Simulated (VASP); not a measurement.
Here is a VASP 6.6.1 calculation.

The input INCAR:

```
SYSTEM = TiO2
ALGO     = Normal         ! electronic algorithm
EDIFF    = 1E-6           ! SCF threshold, eV
ENCUT    = 520            ! plane-wave cutoff, eV
ISIF     = 2              ! what is computed and relaxed
ISMEAR   = 0              ! smearing method
LASPH    = .TRUE.         ! aspherical terms in the spheres
LCHARG   = .TRUE.         ! write CHGCAR
LELF     = .TRUE.         ! ELF
LREAL    = .FALSE.        ! projectors in reciprocal space
LVHAR    = .TRUE.       
LWAVE    = .FALSE.        ! write WAVECAR
NBANDS   = 19             ! bands
NELM     = 80             ! most SCF steps
PREC     = Accurate       ! precision mode
SIGMA    = 0.01           ! smearing width, eV
```

File KPOINTS:

```
k-points
0
G
  8 8 8
  0 0 0
```

POSCAR

```
TiO2
1.0
    1.4456562203      0.8346462632      6.7406027582
   -1.4456562203      0.8346462632      6.7406027582
    0.0000000000     -1.6693021813      6.7406027582
Ti O
1 2
Direct
    0.0000000000      0.0000000000      0.0000000000
    0.6204700000      0.6204700000      0.6204700000
    0.3795300000      0.3795300000      0.3795300000
```

Potentials or basis: VASP PAW LDA potentials, release 64 (Ti_sv, O).

Run with:

```sh
$ cat potpaw_LDA.64/Ti_sv/POTCAR potpaw_LDA.64/O/POTCAR > POTCAR
$ mpirun -np 1 vasp_std > vasp.out
```

Q: Predict the largest force.

A: 0.939 eV/Å.

Q: What does it give for the pressure?

A: 8.4 GPa.

Forces on the atoms (eV/Å):
```
Ti   0.000  0.000  0.000
O    0.000  0.000 -0.939
O    0.000  0.000  0.939
```
